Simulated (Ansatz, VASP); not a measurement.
# One calculation of Hf, two programs

```
Hf
1.0
    -1.80500    1.80500    1.80500
     1.80500   -1.80500    1.80500
     1.80500    1.80500   -1.80500
Hf
1
Direct
  0.00000 0.00000 0.00000
```

Alike in both runs: task single point; functional PBE; k mesh 10 × 10 × 10; occupations gaussian, width 0.018 eV; no spin polarisation.

```csv
,VASP,Ansatz
version,VASP 6.6.1,Ansatz 0.2.0
potentials or method,"VASP PAW PBE potentials, release 64 (Hf_pv)",Ansatz PAW
plane-wave cutoff (eV),520,420
valence electrons in the cell,10,26
```

```csv
,VASP,Ansatz,Ansatz less VASP
gap on the k mesh at the Fermi level (eV),none,none,-
pressure (GPa),-5.3,-5.0,+0.34
```

A gap of «none» marks a metal or a gap that the smearing closes. VASP's potentials hold 10 valence electrons a cell and Ansatz's 26, so a difference there can come from the potentials and not from the codes.

Spin-orbit coupling is off throughout.
